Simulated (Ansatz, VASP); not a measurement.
**Sb: VASP beside Ansatz**

```
Sb
1.0
     3.09863    0.00000    0.00000
     0.00000    3.09863    0.00000
     0.00000    0.00000    3.28640
Sb
1
Direct
  0.00000 0.00000 0.00000
```

Alike in both runs: task electric field gradients; functional PBE; k mesh 13 × 13 × 13; no spin polarisation.

|  | VASP | Ansatz |
| --- | --- | --- |
| version | VASP 6.6.1 | Ansatz 0.2.0 |
| potentials or method | VASP PAW PBE potentials, release 64 (Sb) | PAW with Ansatz's default frozen-core files, scalar-relativistic |
| plane-wave cutoff (eV) | 520 | 420 |
| occupations | methfessel-paxton of order 1, width 0.05 eV | cold, width 0.05 eV |
| valence electrons in the cell | 5 | 15 |

|  | VASP | Ansatz | Ansatz less VASP |
| --- | --- | --- | --- |
| gap on the k mesh at the Fermi level (eV) | none | none | - |
| pressure (GPa) | -2.3 | -2.2 | +0.05 |
| traceless stress, the component that is largest in VASP (GPa) | -3.80 | -3.84 | -0.035 |

A gap of «none» marks a metal or a gap that the smearing closes. VASP's potentials hold 5 valence electrons a cell and Ansatz's 15, so a difference there can come from the potentials and not from the codes.

Neither program's run includes spin-orbit coupling.
